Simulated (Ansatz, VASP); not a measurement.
## Mg3ZnC: VASP beside Ansatz

INCAR

```
SYSTEM = Mg3ZnC
ALGO = Normal ; EDIFF = 1E-7
ENCUT = 520 ; GGA = PE
ISIF = 2 ; ISMEAR = 1
LASPH = .True. ; LCHARG = .True.
LELF = .True. ; LREAL = .False.
LVHAR = .True. ; LWAVE = .False.
NBANDS = 19 ; NELM = 100
PREC = Accurate ; SIGMA = 0.1
```

Contents of KPOINTS:

```
k-points
0
Gamma
  8 8 8
  0 0 0
```

File POSCAR:

```
Mg3ZnC
1.0
    4.4069300000      0.0000000000      0.0000000000
    0.0000000000      4.4069300000      0.0000000000
    0.0000000000      0.0000000000      4.1865835000
Mg Zn C
3 1 1
Direct
    0.0000000000      0.5000000000      0.5000000000
    0.5000000000      0.5000000000      0.0000000000
    0.5000000000      0.0000000000      0.5000000000
    0.0000000000      0.0000000000      0.0000000000
    0.5000000000      0.5000000000      0.5000000000
```

Input for Ansatz:

```yaml
crystal:
  lattice:
    - [4.40693, 0.0, 0.0]
    - [0.0, 4.40693, 0.0]
    - [0.0, 0.0, 4.1865835]
  atoms:
    - { symbol: Mg, position: [0.0, 0.5, 0.5] }
    - { symbol: Mg, position: [0.5, 0.5, 0.0] }
    - { symbol: Mg, position: [0.5, 0.0, 0.5] }
    - { symbol: Zn, position: [0.0, 0.0, 0.0] }
    - { symbol: C, position: [0.5, 0.5, 0.5] }
basis:
  ecutwfc: 476.19925930478996
kpoints:
  mp_grid:
    grid: [8, 8, 8]
hamiltonian:
  xc: pbe
  pseudopotentials:
    kind: paw
scf:
  convergence:
    dr2_threshold: 1.0e-10
  occupations:
    method: methfessel_paxton
output:
  stress: true
```

Alike in both runs: task single point; functional PBE; k mesh 8 × 8 × 8; no spin polarisation.

|  | VASP | Ansatz |
| --- | --- | --- |
| version | VASP 6.6.1 | Ansatz 0.2.0 |
| potentials or method | VASP PAW PBE potentials, release 64 (Mg, Zn, C), cutoff 520 eV | plane waves, PAW |
| occupations | methfessel-paxton of order 1, width 0.1 eV | methfessel-paxton of order 1 |
| valence electrons in the cell | 22 | 46 |

|  | VASP | Ansatz | Ansatz less VASP |
| --- | --- | --- | --- |
| pressure (GPa) | 3.4 | 3.5 | +0.11 |
| traceless stress, the component that is largest in VASP (GPa) | 3.81 | 3.76 | -0.048 |

VASP's potentials hold 22 valence electrons a cell and Ansatz's 46, so a difference there can come from the potentials and not from the codes.
